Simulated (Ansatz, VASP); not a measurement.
# Two plane-wave programs on SrTiO3

```
Sr Ti O
1.0
     3.94714    0.00000    0.00000
     0.00000    3.94714    0.00000
     0.00000    0.00000    3.94714
Sr Ti O
1 1 3
Direct
  0.00000 0.00000 0.00000
  0.50000 0.50000 0.50000
  0.50000 0.00000 0.50000
  0.50000 0.50000 0.00000
  0.00000 0.50000 0.50000
```

Alike in both runs: functional PBE; k mesh 6 × 6 × 6; occupations gaussian, width 0.02 eV; no spin polarisation; Hubbard terms Ti d U = 4.0 eV.

Ansatz relaxed the structure, and its values are those at the end. VASP's run is a single point on that final structure, the one shown.

|  | VASP | Ansatz |
| --- | --- | --- |
| version | VASP 6.6.1 | Ansatz 0.2.0 |
| potentials or method | VASP PAW PBE potentials, release 64 (Sr_sv, Ti_sv, O), cutoff 520 eV | scalar-relativistic, plane waves, PAW |
| valence electrons in the cell | 40 | 40 |

VASP gave:

| Property | Result |
| --- | --- |
| gap on the k mesh at the Fermi level (eV) | 2.31 |
| least direct gap on the mesh (eV) | 2.74 |
| pressure (GPa) | 2.7 |

What did Ansatz give for the same quantities?

gap on the k mesh at the Fermi level (eV): 2.30; least direct gap on the mesh (eV): 2.72; pressure (GPa): 0.0.

The programs project onto different local orbitals, so the same U acts differently, and such runs can settle in different states.
